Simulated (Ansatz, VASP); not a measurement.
# One calculation of ReS, two programs

INCAR

```
SYSTEM = ReS
ALGO     = Normal         ! electronic algorithm
EDIFF    = 1E-6           ! SCF threshold, eV
ENCUT    = 500            ! plane-wave cutoff, eV
GGA      = PE             ! functional
GGA_COMPAT= .False.      
ISIF     = 2              ! what is computed and relaxed
ISMEAR   = 0              ! smearing method
ISPIN    = 2              ! spin polarisation
LASPH    = .True.         ! aspherical terms in the spheres
LCHARG   = .False.        ! write CHGCAR
LMAXMIX  = 4              ! l up to which the mixer works
LORBIT   = 11             ! projections on sites
LREAL    = .False.        ! projectors in reciprocal space
LWAVE    = .False.        ! write WAVECAR
MAGMOM   = 3.5 0          ! initial moments
NBANDS   = 22             ! bands
NELM     = 200            ! most SCF steps
PREC     = Accurate       ! precision mode
SIGMA    = 0.1            ! smearing width, eV
```

Contents of KPOINTS:

```
k-points
0
Gamma
  14 14 14
  0 0 0
```

Contents of POSCAR:

```
ReS
1.0
    0.0000000000      2.3942221231      2.3942221231
    2.3942221231      0.0000000000      2.3942221231
    2.3942221231      2.3942221231      0.0000000000
Re S
1 1
Direct
    0.0000000000      0.0000000000      0.0000000000
    0.5000000000      0.5000000000      0.5000000000
```

Input for Ansatz:

```yaml
crystal:
  lattice:
    - [0.0, 2.3942221242, 2.3942221242]
    - [2.3942221242, 0.0, 2.3942221242]
    - [2.3942221242, 2.3942221242, 0.0]
  atoms:
    - { symbol: Re, position: [0.0, 0.0, 0.0], spin: 3.5 }
    - { symbol: S, position: [0.5, 0.5, 0.5] }
basis:
  ecutwfc: 420
kpoints:
  mp_grid: { grid: [14, 14, 14] }
hamiltonian:
  xc: pbe
scf:
  occupations: { method: gaussian, width: 0.1 }
output:
  forces: true
  stress: true
  eigenvalues: true
  populations: true
magnetization:
  spin_polarized: true
```

Alike in both runs: task single point; functional PBE; k mesh 14 × 14 × 14; occupations gaussian, width 0.1 eV; collinear spin.

```csv
,VASP,Ansatz
version,VASP 6.6.1,Ansatz 0.2.0
potentials or method,"VASP PAW PBE potentials, release 64 (Re_sv_GW, S), cutoff 500 eV","scalar-relativistic, plane waves, PAW"
valence electrons in the cell,21,21
```

|  | VASP | Ansatz | Ansatz less VASP |
| --- | --- | --- | --- |
| gap on the k mesh at the Fermi level (eV) | none | none | - |
| pressure (GPa) | 18.8 | 20.2 | +1.37 |
| net moment per atom (μB) | 0.00 | 0.00 | 0.000 |

A gap of «none» marks a metal or a gap that the smearing closes. The functional is the same, so the differences come from potentials, cutoffs and numerics. Ansatz's warnings: seeded moment not kept.

Neither program's run includes spin-orbit coupling.
